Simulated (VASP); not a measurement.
Here is a VASP 6.6.1 calculation.

The input POSCAR:

```
Re
1.0
    4.5230936240      0.0000000000      0.0000000000
   -2.2615468120      3.9171139821      0.0000000000
    0.0000000000      0.0000000000      2.8318695144
Re
3
Direct
    1.0000000000      1.0000000000      0.0000000000
    0.3333333333      0.6666666667      0.5000000000
    0.6666666667      0.3333333333      0.5000000000
```

INCAR.step1

```
PREC = Accurate ; ENCUT = 520
ISMEAR = -1 ; SIGMA = 0.1
LREAL = False ; LASPH = True
NELM = 100 ; NBANDS = 18
GGA = PE ; ALGO = Normal
EDIFF = 1E-4 ; LWAVE = True
LCHARG = False
```

INCAR.step2

```
PREC = Accurate ; ENCUT = 520
EDIFF = 1E-7 ; ISMEAR = -1
SIGMA = 0.1 ; LREAL = False
LASPH = True ; NELM = 100
ALGO = Normal ; ISIF = 2
LWAVE = False ; LCHARG = True
METAGGA = R2SCAN ; LMIXTAU = True
LELF = True ; LVHAR = True
NBANDS = 18 ; ISTART = 1
```

KPOINTS

```
regular mesh
0
Gamma
  10 10 13
```

Potentials or basis: VASP PAW PBE potentials, release 64 (Re).

Launch:

```bash
$ cat potpaw_PBE.64/Re/POTCAR > POTCAR
$ cp INCAR.step1 INCAR
$ mpirun -np 1 vasp_std > vasp.out
$ cp INCAR.step2 INCAR
$ mpirun -np 1 vasp_std > vasp.out
```

Q: Predict the pressure.

A: -33.3 GPa.

Stress tensor (GPa, compression positive):
```
-34.46   0.00   0.00
  0.00 -34.46   0.00
  0.00   0.00 -31.06
```

Caveat: the PAW data sets were made with another functional, which shifts forces and pressure a little.
